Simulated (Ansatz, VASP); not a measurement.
# AlFe in VASP and in Ansatz

```xyz
2
Lattice="2.9100 0.0000 0.0000 0.0000 2.9100 0.0000 0.0000 0.0000 2.9100" Properties=species:S:1:pos:R:3 pbc="T T T"
Al    0.0000    0.0000    0.0000
Fe    1.4550    1.4550    1.4550
```

Alike in both runs: task single point; functional LDA; k mesh 12 × 12 × 12; occupations gaussian, width 0.05 eV; collinear spin.

|  | VASP | Ansatz |
| --- | --- | --- |
| version | VASP 6.6.1 | Ansatz 0.2.0 |
| potentials or method | VASP PAW LDA potentials, release 64 (Al, Fe), cutoff 520 eV | scalar-relativistic, plane waves, PAW |
| valence electrons in the cell | 11 | 19 |

|  | VASP | Ansatz | Ansatz less VASP |
| --- | --- | --- | --- |
| gap on the k mesh at the Fermi level (eV) | none | none | - |
| pressure (GPa) | -16.1 | -16.2 | -0.08 |
| net moment per atom (μB) | 0.33 | 0.37 | +0.039 |
| size of the moment on the site where the two differ most (μB) | 0.69 | 0.77 | +0.078 |

LDA's correlation is that of Perdew and Zunger in VASP and of Perdew and Wang (1992) in Ansatz. Site moments also hang on the region over which each program counts them. A gap of «none» marks a metal or a gap that the smearing closes. VASP's potentials hold 11 valence electrons a cell and Ansatz's 19, so a difference there can come from the potentials and not from the codes.
